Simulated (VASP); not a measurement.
A run of VASP 6.6.1 is set up as follows.

Contents of INCAR:

```
  PREC = Accurate
  ENCUT = 520
  EDIFF = 1E-6
  ISMEAR = -1
  SIGMA = 0.05
  LREAL = F
  LASPH = T
  NELM = 80
  ALGO = Normal
  ISIF = 2
  LWAVE = F
  LCHARG = F
  GGA = PS
  NBANDS = 32
```

KPOINTS

```
Automatic mesh
0
Gamma
  6 6 6
```

File POSCAR:

```
Zr3S2
1.0
    2.6841579658      1.5496993241      3.2950041204
   -2.6841579658      1.5496993241      3.2950041204
    0.0000000000     -3.0993986481      3.2950041204
Zr S
3 2
Direct
    0.8485868815      0.5000000000      0.1514131185
    0.5000000000      0.1514131185      0.8485868815
    0.1514131185      0.8485868815      0.5000000000
    0.6600398512      0.6600398512      0.6600398512
    0.3399601488      0.3399601488      0.3399601488
```

Potentials or basis: VASP PAW PBE potentials, release 64 (Zr_sv, S).

Command:

```sh
$ cat potpaw_PBE.64/Zr_sv/POTCAR potpaw_PBE.64/S/POTCAR > POTCAR
$ mpirun -np 1 vasp_std > vasp.out
```

What does it give for the pressure?

30.2 GPa.

Predict the band gap on the k mesh.

zero (band 24 reaches 11.56 eV, above the bottom of band 25 at 11.04 eV).

Forces in eV/Å, atoms in the order of the input:
```
Zr   0.005  0.009  0.000
Zr   0.005 -0.009  0.000
Zr  -0.010  0.000  0.000
S    0.000  0.000 -0.004
S    0.000  0.000  0.004
```

Caveat: the PAW data sets were made with another functional, which shifts forces and pressure a little.
